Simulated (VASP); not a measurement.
# CdSe (P6_3mc) in VASP: single point with r2SCAN

Aim: the single point of CdSe with r2SCAN.

Everything below comes from runs of VASP 6.6.1. Logs are shortened: lines on timing, memory, paths and dates and some standing lists are left out, and cuts for length are marked.

## 1. The cell of the first run

The structure is hexagonal, space group P6_3mc (No. 186). Conventional cell: a = 4.176 Å, b = 4.176 Å, c = 7.321 Å, α = 90.00°, β = 90.00°, γ = 120.00°. Within 3.5 Å of Cd (site symmetry 3m) lie 4 Se at 2.62 to 2.63 Å. Se (site symmetry 3m) has 4 Cd at 2.62 to 2.63 Å within 3.5 Å.

## 2. Single point, r2SCAN, non-collinear spin, zero start, spin-orbit coupling

POSCAR

```
CdSe
1.0
    4.1755442189      0.0000000000      0.0000000000
   -2.0877721094      3.6161273682      0.0000000000
    0.0000000000      0.0000000000      7.3205975286
Cd Se
2 2
Direct
    0.3333333333      0.6666666667      0.0080488120
    0.6666666667      0.3333333333      0.5080488120
    0.3333333333      0.6666666667      0.3679511880
    0.6666666667      0.3333333333      0.8679511880
```

INCAR.step1

```
SYSTEM = CdSe
ALGO = Normal
EDIFF = 1E-5
ENCUT = 550
GGA = PE
GGA_COMPAT = .FALSE.
ISMEAR = 0
LASPH = .TRUE.
LCHARG = .FALSE.
LREAL = .FALSE.
LSORBIT = .TRUE.
LWAVE = .TRUE.
MAGMOM = 0 0 0 0 0 0 0 0 0 0 0 0
NBANDS = 50
NELM = 200
PREC = Accurate
SIGMA = 0.01
```

INCAR.step2

```
SYSTEM = CdSe
ALGO = Normal
EDIFF = 1E-6
ENCUT = 550
GGA_COMPAT = .FALSE.
ISIF = 2
ISMEAR = 0
ISTART = 1
LASPH = .TRUE.
LCHARG = .FALSE.
LMIXTAU = .TRUE.
LORBIT = 11
LORBMOM = .TRUE.
LREAL = .FALSE.
LSORBIT = .TRUE.
LWAVE = .FALSE.
MAGMOM = 0 0 0 0 0 0 0 0 0 0 0 0
METAGGA = R2SCAN
NBANDS = 50
NELM = 200
PREC = Accurate
SIGMA = 0.01
```

KPOINTS

```
k-points
0
G
  6 6 4
  0 0 0
```

Potentials or basis: VASP PAW PBE potentials, release 64 (Cd, Se).

On the command line:

```console
$ cat potpaw_PBE.64/Cd/POTCAR potpaw_PBE.64/Se/POTCAR > POTCAR
$ cp INCAR.step1 INCAR
$ mpirun -np 1 vasp_ncl > vasp.out
$ cp INCAR.step2 INCAR
$ mpirun -np 1 vasp_ncl > vasp.out
```

OUTCAR:

```text
SYSTEM = CdSe
   EDIFF = 1E-6
   ENCUT = 550
   ISIF = 2
   ISMEAR = 0
   ISTART = 1
   LASPH = .TRUE.
   LORBIT = 11
   LREAL = .FALSE.
   LSORBIT = .TRUE.
   METAGGA = R2SCAN
   NELM = 200
   PREC = Accurate

 ion  position               nearest neighbor table
   1  0.333  0.667  0.008-   4 2.62   4 2.62   4 2.62   3 2.63
   2  0.667  0.333  0.508-   3 2.62   3 2.62   3 2.62   4 2.63
   3  0.333  0.667  0.368-   2 2.62   2 2.62   2 2.62   1 2.63
   4  0.667  0.333  0.868-   1 2.62   1 2.62   1 2.62   2 2.63

  LATTYP: Found a hexagonal cell.
 ALAT       =     4.1755442189
 C/A-ratio  =     1.7532079999

  Lattice vectors:

 A1 = (   4.1755442189,   0.0000000000,   0.0000000000)
 A2 = (  -2.0877721094,   3.6161273682,   0.0000000000)
 A3 = (   0.0000000000,   0.0000000000,   7.3205975286)

Analysis of symmetry for initial positions (statically):
=====================================================================
 Subroutine PRICEL returns:
 Original cell was already a primitive cell.

 Routine SETGRP: Setting up the symmetry group for a
 hexagonal supercell.

 Subroutine GETGRP returns: Found 12 space group operations
 (whereof  6 operations were pure point group operations)
 out of a pool of 24 trial point group operations.

The static configuration has the point symmetry C_3v.
 The point group associated with its full space group is C_6v.

Analysis of symmetry for dynamics (positions and initial velocities):
=====================================================================
 Subroutine PRICEL returns:
 Original cell was already a primitive cell.

 Routine SETGRP: Setting up the symmetry group for a
 hexagonal supercell.

 Subroutine GETGRP returns: Found 12 space group operations
 (whereof  6 operations were pure point group operations)
 out of a pool of 24 trial point group operations.

The dynamic configuration has the point symmetry C_3v.
 The point group associated with its full space group is C_6v.

Analysis of structural, dynamic, and magnetic symmetry:
=====================================================================
 Subroutine PRICEL returns:
 Original cell was already a primitive cell.

 Routine SETGRP: Setting up the symmetry group for a
 hexagonal supercell.

 Subroutine GETGRP returns: Found 12 space group operations
 (whereof  6 operations were pure point group operations)
 out of a pool of 24 trial point group operations.

The overall configuration has the point symmetry C_3v.
 The point group associated with its full space group is C_6v.

 Subroutine INISYM returns: Found 12 space group operations
 (whereof  6 operations are pure point group operations),
 and found     1 'primitive' translations

----------------------------------------------------------------------------------------

                                     Primitive cell

  volume of cell :     110.5359

  direct lattice vectors                    reciprocal lattice vectors
     4.175544219  0.000000000  0.000000000     0.239489740  0.138269466  0.000000000
    -2.087772109  3.616127368  0.000000000     0.000000000  0.276538932  0.000000000
     0.000000000  0.000000000  7.320597529     0.000000000  0.000000000  0.136600871

  length of vectors
     4.175544219  4.175544219  7.320597529     0.276538932  0.276538932  0.136600871

  position of ions in fractional coordinates (direct lattice)
     0.333333333  0.666666667  0.008048812
     0.666666667  0.333333333  0.508048812
     0.333333333  0.666666667  0.367951188
     0.666666667  0.333333333  0.867951188

  ion indices of the primitive-cell ions
   primitive index   ion index
                 1           1
                 2           2
                 3           3
                 4           4

----------------------------------------------------------------------------------------

 KPOINTS: k-points

Automatic generation of k-mesh.
 Grid dimensions read from file:
 generate k-points for:    6    6    4

 Generating k-lattice:

  Cartesian coordinates                     Fractional coordinates (reciprocal lattice)
     0.039914957  0.023044911  0.000000000     0.166666667  0.000000000  0.000000000
     0.000000000  0.046089822  0.000000000     0.000000000  0.166666667  0.000000000
     0.000000000  0.000000000  0.034150218     0.000000000  0.000000000  0.250000000

  Length of vectors
     0.046089822  0.046089822  0.034150218

  Shift w.r.t. Gamma in fractional coordinates (k-lattice)
     0.000000000  0.000000000  0.000000000

[... 66 lines left out ...]
   EFERMI_NEDOS =   21; number of points for ismear=-14 and -15
   IALGO  =     38    algorithm
   IMIX   =      4    mixing-type and parameters
     AMIX     =   0.40;   BMIX     =  1.00
     AMIX_MAG =   1.60;   BMIX_MAG =  1.00
  volume/ion in A,a.u.               =      27.63       186.48
  Fermi-wavevector in a.u.,A,eV,Ry     =   1.126353  2.128499 17.261321  1.268671
  Thomas-Fermi vector in A             =   2.263034
   LORBIT       =     11    0 simple, 1 ext, 2 COOP (PROOUT), +10 PAW based schemes
   METAGGA = R2SCAN    functional components
   LHFCALC =     F    Hartree Fock is set to
   AEXX    =    0.0000 exact exchange contribution
   IVDW    =     0    specifies the selected vdW correction
   LEPSILON=     F    determine dielectric tensor
   LRPA    =     F    only Hartree local field effects (RPA)
 Gauss-broadening in eV      SIGMA  =   0.01
  energy-cutoff  :      550.00
  volume of cell :      110.54
 maximum number of plane-waves:      6512
   NGX = 15   NGY = 15   NGZ = 27

 number of electron      36.0000007 magnetization       0.0000000     -0.0000000     -0.0000000

 number of electron      36.0000007 magnetization       0.0000000      0.0000000      0.0000000

 number of electron      36.0000007 magnetization       0.0000000     -0.0000000      0.0000000

 Free energy of the ion-electron system (eV)
  ---------------------------------------------------
  ext. energy  EPLUGINS =         0.00000000
  ---------------------------------------------------
  free energy    TOTEN  =       -71.82550920 eV

  energy without entropy =      -71.82550920  energy(sigma->0) =      -71.82550920

 E-fermi :   1.0898     XC(G=0):  -9.5150

 val. band max:        1.0368194576   @ k =   0.0000   0.0000   0.0000
 cond. band min:       1.8772149899   @ k =   0.0000   0.0000   0.0000
 fundamental gap:      0.8403955322
 Fermi energy:         1.0897947783

 k-point     1 :       0.0000    0.0000    0.0000
  band No.  band energies     occupation
      1     -12.3209      1.00000
      2     -12.3209      1.00000
      3     -11.9580      1.00000
      4     -11.9580      1.00000
      5      -7.7211      1.00000
      6      -7.7211      1.00000
[... 1213 lines left out ...]
     47       8.6699      0.00000
     48       8.6699      0.00000

 [... further k-points ...]

 [bands above 48 left out]

------------------------ aborting loop because EDIFF is reached ----------------------------------------

  FORCE on cell =-STRESS in cart. coord.  units (eV):
  Direction    XX          YY          ZZ          XY          YZ          ZX
  --------------------------------------------------------------------------------------
  -------------------------------------------------------------------------------------
  Total        2.4691641      2.4691641      0.1745241      0.0000000      0.0000000      0.0000000
  in kB       35.7896286     35.7896286      2.5296625      0.0000000      0.0000000      0.0000000
  external PRESSURE =      24.7029732 kB  Pullay stress =       0.0000000 kB

 VOLUME and BASIS-vectors are now :
 -----------------------------------------------------------------------------
  energy-cutoff  :      550.00
  volume of cell :      110.54
      direct lattice vectors                 reciprocal lattice vectors
     4.175544219  0.000000000  0.000000000     0.239489740  0.138269466  0.000000000
    -2.087772109  3.616127368  0.000000000     0.000000000  0.276538932  0.000000000
     0.000000000  0.000000000  7.320597529     0.000000000  0.000000000  0.136600871

 POSITION                                       TOTAL-FORCE (eV/Angst)
 -----------------------------------------------------------------------------------
     -0.00000      2.41075      0.05892         0.000000     -0.000000      0.006150
      2.08777      1.20538      3.71922        -0.000000      0.000000      0.006150
     -0.00000      2.41075      2.69362        -0.000000      0.000000     -0.006150
      2.08777      1.20538      6.35392        -0.000000      0.000000     -0.006150
 -----------------------------------------------------------------------------------
    total drift:                               -0.000000      0.000000     -0.002415

  FREE ENERGIE OF THE ION-ELECTRON SYSTEM (eV)
  ---------------------------------------------------
  free  energy   TOTEN  =       -71.8255092029 eV

  energy  without entropy=      -71.8255092029  energy(sigma->0) =      -71.82550920

 orbital moment (x)

 # of ion     p       d       tot
 ----------------------------------------
  1         0.000  -0.000  -0.000
  2         0.000   0.000   0.000
  3        -0.000   0.000  -0.000
  4         0.000  -0.000   0.000
 ----------------------------------------
            0.000  -0.000  -0.000

 orbital moment (y)

 # of ion     p       d       tot
 ----------------------------------------
  1        -0.000   0.000   0.000
  2         0.000  -0.000  -0.000
  3        -0.000  -0.000  -0.000
  4         0.000   0.000   0.000
 ----------------------------------------
           -0.000   0.000   0.000

 orbital moment (z)

 # of ion     p       d       tot
 ----------------------------------------
  1         0.000   0.000   0.000
  2         0.000  -0.000  -0.000
  3         0.000   0.000   0.000
  4         0.000   0.000   0.000
 ----------------------------------------
            0.000   0.000   0.000

 Spin-Orbit-Coupling matrix elements

 Ion:    1  E_soc:     -0.0558452
 l=   1
     0.0000000    -0.0025063    -0.0025320
    -0.0025063     0.0000000    -0.0025063
    -0.0025320    -0.0025063     0.0000000
 l=   2
     0.0000000    -0.0013485     0.0000000    -0.0013485    -0.0054532
    -0.0013485     0.0000000    -0.0041010    -0.0013289    -0.0013485
     0.0000000    -0.0041010     0.0000000    -0.0041010     0.0000000
    -0.0013485    -0.0013289    -0.0041010     0.0000000    -0.0013485
    -0.0054532    -0.0013485     0.0000000    -0.0013485     0.0000000
 l=   3
     0.0000000     0.0000000     0.0000000     0.0000000     0.0000000     0.0000000     0.0000000
     0.0000000     0.0000000     0.0000000     0.0000000     0.0000000     0.0000000     0.0000000
     0.0000000     0.0000000     0.0000000     0.0000000     0.0000000     0.0000000     0.0000000
     0.0000000     0.0000000     0.0000000     0.0000000     0.0000000     0.0000000     0.0000000
[... 49 lines left out ...]
 l=   2
     0.0000000    -0.0000011     0.0000000    -0.0000011    -0.0000067
    -0.0000011     0.0000000    -0.0000057     0.0000002    -0.0000011
     0.0000000    -0.0000057     0.0000000    -0.0000057     0.0000000
    -0.0000011     0.0000002    -0.0000057     0.0000000    -0.0000011
    -0.0000067    -0.0000011     0.0000000    -0.0000011     0.0000000
 l=   3
     0.0000000     0.0000000     0.0000000     0.0000000     0.0000000     0.0000000     0.0000000
     0.0000000     0.0000000     0.0000000     0.0000000     0.0000000     0.0000000     0.0000000
     0.0000000     0.0000000     0.0000000     0.0000000     0.0000000     0.0000000     0.0000000
     0.0000000     0.0000000     0.0000000     0.0000000     0.0000000     0.0000000     0.0000000
     0.0000000     0.0000000     0.0000000     0.0000000     0.0000000     0.0000000     0.0000000
     0.0000000     0.0000000     0.0000000     0.0000000     0.0000000     0.0000000     0.0000000
     0.0000000     0.0000000     0.0000000     0.0000000     0.0000000     0.0000000     0.0000000

 total charge

# of ion       s       p       d       tot
------------------------------------------
    1        0.424   0.315   9.573  10.312
    2        0.424   0.315   9.573  10.312
    3        1.438   2.461   0.023   3.922
    4        1.438   2.461   0.023   3.922
--------------------------------------------------
tot          3.723   5.552  19.192  28.467

 magnetization (x)

# of ion       s       p       d       tot
------------------------------------------
    1        0.000   0.000  -0.000  -0.000
    2        0.000  -0.000  -0.000  -0.000
    3        0.000   0.000   0.000   0.000
    4       -0.000   0.000  -0.000  -0.000
--------------------------------------------------
tot          0.000  -0.000  -0.000  -0.000

 magnetization (y)

# of ion       s       p       d       tot
------------------------------------------
    1        0.000   0.000  -0.000  -0.000
    2        0.000   0.000   0.000   0.000
    3        0.000   0.000   0.000   0.000
    4        0.000   0.000   0.000   0.000
--------------------------------------------------
tot          0.000   0.000  -0.000   0.000

 magnetization (z)

# of ion       s       p       d       tot
------------------------------------------
    1       -0.000  -0.000  -0.000  -0.000
    2       -0.000  -0.000  -0.000  -0.000
    3        0.000  -0.000   0.000   0.000
    4        0.000   0.000   0.000   0.000
--------------------------------------------------
tot         -0.000  -0.000  -0.000  -0.000
```

Run time: 35 min. Hardware: 1 thread of Intel Xeon 8259CL, shared host; peak memory 0.7 GiB.

Results:

```
Free energy                                           : -71.8255 eV
Pressure                                              : 2.5 GPa
Largest force                                         : 0.006 eV/Å
Net moment                                            : 0.00 μB per cell
Valence electrons inside the program's atomic spheres : Cd 10.31; Se 3.92
```

Forces on the atoms (eV/Å):
```
Cd   0.000  0.000  0.006
Cd   0.000  0.000  0.006
Se   0.000  0.000 -0.006
Se   0.000  0.000 -0.006
```

Stress tensor (GPa, compression positive):
```
3.58 0.00 0.00
0.00 3.58 0.00
0.00 0.00 0.25
```

Moments on the atoms (μB; x, y, z):
```
Cd  0.00 0.00 0.00
Cd  0.00 0.00 0.00
Se  0.00 0.00 0.00
Se  0.00 0.00 0.00
```

Caveat: the PAW data sets were made with another functional, which shifts forces and pressure a little.
